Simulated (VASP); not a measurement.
# Mo4C in VASP: a series of runs, part 2 of 2

VASP 6.6.1. Earlier steps stand in the parts before.

**3. Single point, LDA**

INCAR reads:

```
SYSTEM = Mo4C
PREC     = Accurate       ! precision mode
ENCUT    = 520            ! plane-wave cutoff, eV
EDIFF    = 1E-6           ! SCF threshold, eV
ISMEAR   = 0              ! smearing method
SIGMA    = 0.1            ! smearing width, eV
LREAL    = .FALSE.        ! projectors in reciprocal space
LASPH    = .TRUE.         ! aspherical terms in the spheres
NELM     = 100            ! most SCF steps
ALGO     = Normal         ! electronic algorithm
ISIF     = 2              ! what is computed and relaxed
LWAVE    = .FALSE.        ! write WAVECAR
LCHARG   = .FALSE.        ! write CHGCAR
LDIPOL   = .TRUE.       
IDIPOL   = 3            
DIPOL    = 0.5 0.5 0.351
GGA      = CA             ! functional
NBANDS   = 38             ! bands
```

KPOINTS reads:

```
Automatic mesh
0
G
  9 9 1
  0 0 0
```

POSCAR reads:

```
Mo4C
1.0
    3.1111816891      0.0000000000      0.0000000000
    0.0000000000      3.1111816891      0.0000000000
    0.0000000000      0.0000000000     21.5098172784
Mo C
4 1
Direct
    0.5000000000      0.5000000000      0.1859615983
    0.0000000000      0.0000000000      0.2582816382
    0.5000000000      0.5000000000      0.3325055024
    0.0000000000      0.0000000000      0.3956248056
    0.2500000000      0.2500000000      0.5839109238
```

Potentials or basis: VASP PAW LDA potentials, release 64 (Mo_sv, C).

On the command line:

```
cat potpaw_LDA.64/Mo_sv/POTCAR potpaw_LDA.64/C/POTCAR > POTCAR
mpirun -np 1 vasp_std > vasp.out
```

OUTCAR:

```text
SYSTEM = Mo4C
   PREC = Accurate
   ENCUT = 520
   EDIFF = 1E-6
   ISMEAR = 0
   LREAL = .FALSE.
   LASPH = .TRUE.
   NELM = 100
   ISIF = 2
   GGA = CA

 ion  position               nearest neighbor table
   1  0.500  0.500  0.186-   2 2.69   2 2.69   2 2.69   2 2.69   3 3.15
   2  0.000  0.000  0.258-   1 2.69   1 2.69   1 2.69   1 2.69   3 2.72   3 2.72   3 2.72   3 2.72
                             4 2.95
   3  0.500  0.500  0.333-   4 2.59   4 2.59   4 2.59   4 2.59   2 2.72   2 2.72   2 2.72   2 2.72
                             1 3.15
   4  0.000  0.000  0.396-   3 2.59   3 2.59   3 2.59   3 2.59   2 2.95
   5  0.250  0.250  0.584-

  LATTYP: Found a simple tetragonal cell.
 ALAT       =     3.1111816891
 C/A-ratio  =     6.9137129965

  Lattice vectors:

 A1 = (   3.1111816891,   0.0000000000,   0.0000000000)
 A2 = (   0.0000000000,   3.1111816891,   0.0000000000)
 A3 = (   0.0000000000,   0.0000000000,  21.5098172784)

Analysis of symmetry for initial positions (statically):
=====================================================================
 Subroutine PRICEL returns:
 Original cell was already a primitive cell.

 Routine SETGRP: Setting up the symmetry group for a
 simple tetragonal supercell.

 Subroutine GETGRP returns: Found  2 space group operations
 (whereof  2 operations were pure point group operations)
 out of a pool of 16 trial point group operations.

The static configuration has the point symmetry C_1h.

Analysis of symmetry for dynamics (positions and initial velocities):
=====================================================================
 Subroutine PRICEL returns:
 Original cell was already a primitive cell.

 Routine SETGRP: Setting up the symmetry group for a
 simple tetragonal supercell.

 Subroutine GETGRP returns: Found  2 space group operations
 (whereof  2 operations were pure point group operations)
 out of a pool of 16 trial point group operations.

The dynamic configuration has the point symmetry C_1h.

 Subroutine INISYM returns: Found  2 space group operations
 (whereof  2 operations are pure point group operations),
 and found     1 'primitive' translations

----------------------------------------------------------------------------------------

                                     Primitive cell

  volume of cell :     208.2032

  direct lattice vectors                    reciprocal lattice vectors
     3.111181689  0.000000000  0.000000000     0.321421280  0.000000000  0.000000000
     0.000000000  3.111181689  0.000000000     0.000000000  0.321421280  0.000000000
     0.000000000  0.000000000 21.509817278     0.000000000  0.000000000  0.046490400

  length of vectors
     3.111181689  3.111181689 21.509817278     0.321421280  0.321421280  0.046490400

  position of ions in fractional coordinates (direct lattice)
     0.500000000  0.500000000  0.185961598
     0.000000000  0.000000000  0.258281638
     0.500000000  0.500000000  0.332505502
     0.000000000  0.000000000  0.395624806
     0.250000000  0.250000000  0.583910924

  ion indices of the primitive-cell ions
   primitive index   ion index
                 1           1
                 2           2
[... 35 lines left out ...]
  0.333333  0.000000  0.000000      4.000000
  0.444444  0.000000  0.000000      4.000000
  0.111111  0.111111  0.000000      2.000000
[... 16 lines left out ...]
 -0.333333  0.444444  0.000000      4.000000
  0.444444  0.444444  0.000000      2.000000
   k-points           NKPTS =     25   k-points in BZ     NKDIM =     25   number of bands    NBANDS=     38
   number of dos      NEDOS =    301   number of ions     NIONS =      5
   total plane-waves  NPLWV =  92160
   dimension x,y,z NGX =    24 NGY =   24 NGZ =  160
   dimension x,y,z NGXF=    48 NGYF=   48 NGZF=  320
   ions per type =               4   1
   NGX,Y,Z   is equivalent  to a cutoff of  12.82, 12.82, 12.37 a.u.
   NGXF,Y,Z  is equivalent  to a cutoff of  25.65, 25.65, 24.73 a.u.
 SYSTEM =  Mo4C
   PREC   = accura    normal or accurate (medium, high low for compatibility)
   ISTART =      0    job   : 0-new  1-cont  2-samecut
   ICHARG =      2    charge: 1-file 2-atom 10-const
   ISPIN  =      1    spin polarized calculation?
   LNONCOLLINEAR =      F non collinear calculations
   LSORBIT =      F    spin-orbit coupling
   LASPH  =      T    aspherical Exc in radial PAW
   ENCUT  =  520.0 eV  38.22 Ry    6.18 a.u.   5.78  5.78 39.99*2*pi/ulx,y,z
   NELM   =    100;   NELMIN=  2; NELMDL= -5     # of ELM steps
   EDIFF  = 0.1E-05   stopping-criterion for ELM
   LREAL  =      F    real-space projection
   EDIFFG = 0.1E-04   stopping-criterion for IOM
   NSW    =      0    number of steps for IOM
   IBRION =     -1    ionic relax: 0-MD 1-quasi-New 2-CG
   NFREE  =      0    steps in history (QN), initial steepest desc. (CG)
   ISIF   =      2    stress and relaxation
   ISYM   =      2    0-nonsym 1-usesym 2-fastsym
   POTIM  = 0.5000    time-step for ionic-motion
   TEBEG  =    0.0;   TEEND  =   0.0 temperature during run
   PSTRESS=    0.0 pullay stress
   NELECT =      60.0000    total number of electrons
   NUPDOWN=      -1.0000    fix difference up-down
   EMIN   =  10.00;   EMAX   =-10.00  energy-range for DOS
   EFERMI =   0.00;   METHOD = LEGACY
   ISMEAR =     0;   SIGMA  =   0.10  broadening in eV -4-tet -1-fermi 0-gaus
   EFERMI_NEDOS =   21; number of points for ismear=-14 and -15
   IALGO  =     38    algorithm
   IMIX   =      4    mixing-type and parameters
     AMIX     =   0.40;   BMIX     =  1.00
     AMIX_MAG =   1.60;   BMIX_MAG =  1.00
  volume/ion in A,a.u.               =      41.64       281.00
  Fermi-wavevector in a.u.,A,eV,Ry     =   1.081341  2.043439 15.909276  1.169299
  Thomas-Fermi vector in A             =   2.217355
   LORBIT       =      0    0 simple, 1 ext, 2 COOP (PROOUT), +10 PAW based schemes
   GGA     = CA    functional components
   LHFCALC =     F    Hartree Fock is set to
   AEXX    =    0.0000 exact exchange contribution
   IVDW    =     0    specifies the selected vdW correction
   LEPSILON=     F    determine dielectric tensor
   LRPA    =     F    only Hartree local field effects (RPA)
 non-spin polarized calculation
 Gauss-broadening in eV      SIGMA  =   0.10
  energy-cutoff  :      520.00
  volume of cell :      208.20
 maximum number of plane-waves:      5636
   NGX = 11   NGY = 11   NGZ = 79

 dipolmoment           0.000000      0.000000     -0.148332 electrons x Angstroem

 number of electron      59.9999987 magnetization

 dipolmoment           0.000000      0.000000      0.110678 electrons x Angstroem

 Free energy of the ion-electron system (eV)
  ---------------------------------------------------
  ext. energy  EPLUGINS =         0.00000000
  ---------------------------------------------------
  free energy    TOTEN  =       -45.96554879 eV

  energy without entropy =      -45.93271016  energy(sigma->0) =      -45.94912947

 E-fermi :   0.5587     XC(G=0):  -6.1579

 val. band max:        0.5324262072   @ k =   0.3333   0.0000   0.0000
 cond. band min:       0.5706891383   @ k =  -0.2222   0.3333   0.0000
 fundamental gap:      0.0382629311
 Fermi energy:         0.5586756360

 k-point     1 :       0.0000    0.0000    0.0000
  band No.  band energies     occupation
      1     -60.0198      2.00000
      2     -59.8188      2.00000
      3     -59.5590      2.00000
      4     -59.4420      2.00000
      5     -34.4714      2.00000
      6     -34.4371      2.00000
[... 973 lines left out ...]
     37       3.1163      0.00000
     38       3.2527      0.00000

 [... further k-points ...]

------------------------ aborting loop because EDIFF is reached ----------------------------------------

 vacuum level on the upper side and lower side of the slab       (xc-potential included)         0.732        -1.280

  FORCE on cell =-STRESS in cart. coord.  units (eV):
  Direction    XX          YY          ZZ          XY          YZ          ZX
  --------------------------------------------------------------------------------------
  -------------------------------------------------------------------------------------
  Total       -8.9584443     -8.9584443     -3.7287067     -0.0025726     -0.0058781     -0.0058780
  in kB      -68.9375284    -68.9375284    -28.6933555     -0.0197967     -0.0452333     -0.0452329
  external PRESSURE =     -55.5228041 kB  Pullay stress =       0.0000000 kB

 VOLUME and BASIS-vectors are now :
 -----------------------------------------------------------------------------
  energy-cutoff  :      520.00
  volume of cell :      208.20
      direct lattice vectors                 reciprocal lattice vectors
     3.111181689  0.000000000  0.000000000     0.321421280  0.000000000  0.000000000
     0.000000000  3.111181689  0.000000000     0.000000000  0.321421280  0.000000000
     0.000000000  0.000000000 21.509817278     0.000000000  0.000000000  0.046490400

 POSITION                                       TOTAL-FORCE (eV/Angst)
 -----------------------------------------------------------------------------------
      1.55559      1.55559      4.00000         0.014362      0.014362      1.710481
      0.00000      0.00000      5.55559        -0.008237     -0.008237     -1.777155
      1.55559      1.55559      7.15213        -0.016171     -0.016171     -0.199257
      0.00000      0.00000      8.50982         0.006939      0.006939      0.637652
      0.77780      0.77780     12.55982         0.003107      0.003107     -0.371721
 -----------------------------------------------------------------------------------
    total drift:                               -0.000005     -0.000005      0.000308

  FREE ENERGIE OF THE ION-ELECTRON SYSTEM (eV)
  ---------------------------------------------------
  free  energy   TOTEN  =       -45.9655487930 eV

  energy  without entropy=      -45.9327101564  energy(sigma->0) =      -45.94912947

 vacuum level on the upper side and lower side of the slab         6.558         4.502
```

Run time: 6.6 min. Hardware: 1 thread of AMD EPYC 7R43 (Zen 3), shared host; peak memory 0.29 GiB.

Results:

- Free energy: -45.9655 eV
- Largest force: 1.777 eV/Å
- Band gap on the k mesh: zero (band 30 reaches 1.33 eV, above the bottom of band 31 at 0.35 eV)

Forces in eV/Å, atoms in the order of the input:
```
Mo   0.014  0.014  1.710
Mo  -0.008 -0.008 -1.777
Mo  -0.016 -0.016 -0.199
Mo   0.007  0.007  0.638
C    0.003  0.003 -0.372
```

Levels at points of the mesh, in eV from the Fermi level:
```csv
k point,band 28,band 29,band 30,band 31,band 32,band 33
"(0.00, 0.00, 0.00)",-0.78,-0.30,-0.30,-0.07,0.53,0.91
```

**4. Single point, LDA**

INCAR reads:

```
ALGO = Normal
DIPOL = 0.5 0.5 0.327
EDIFF = 1E-6
ENCUT = 520
GGA = CA
IDIPOL = 3
ISIF = 2
ISMEAR = 0
LASPH = T
LCHARG = F
LDIPOL = T
LREAL = F
LWAVE = F
NBANDS = 38
NELM = 60
PREC = Accurate
SIGMA = 0.1
```

KPOINTS reads:

```
k-points
0
Gamma
  9 9 1
```

POSCAR, as its differences from that of step 3:

```diff
@@ -12,2 +12,2 @@
     0.0000000000      0.0000000000      0.3956248056
-    0.2500000000      0.2500000000      0.5839109238
+    0.3750000000      0.3750000000      0.4644305969
```

On the command line:

```
cat potpaw_LDA.64/Mo_sv/POTCAR potpaw_LDA.64/C/POTCAR > POTCAR
mpirun -np 1 vasp_std > vasp.out
```

Wall time 7.1 min (1 thread of AMD EPYC 7R43 (Zen 3), shared host); peak memory 0.28 GiB.

Results (log left out):

- Free energy: -51.0245 eV
- Largest force: 5.134 eV/Å
- Band gap on the k mesh: zero (band 30 reaches 1.36 eV, above the bottom of band 31 at 0.24 eV)

Forces on the atoms (eV/Å):
```
Mo  -0.065 -0.065  1.912
Mo   0.223  0.223 -1.995
Mo  -0.426 -0.426 -1.122
Mo   0.392  0.392  5.104
C   -0.124 -0.124 -3.899
```

Levels at points of the mesh, in eV from the Fermi level:
```csv
k point,band 27,band 28,band 29,band 30,band 31,band 32,band 33,band 34
"(0.00, 0.00, 0.00)",-1.13,-0.92,-0.56,-0.10,0.09,0.41,0.48,0.97
```
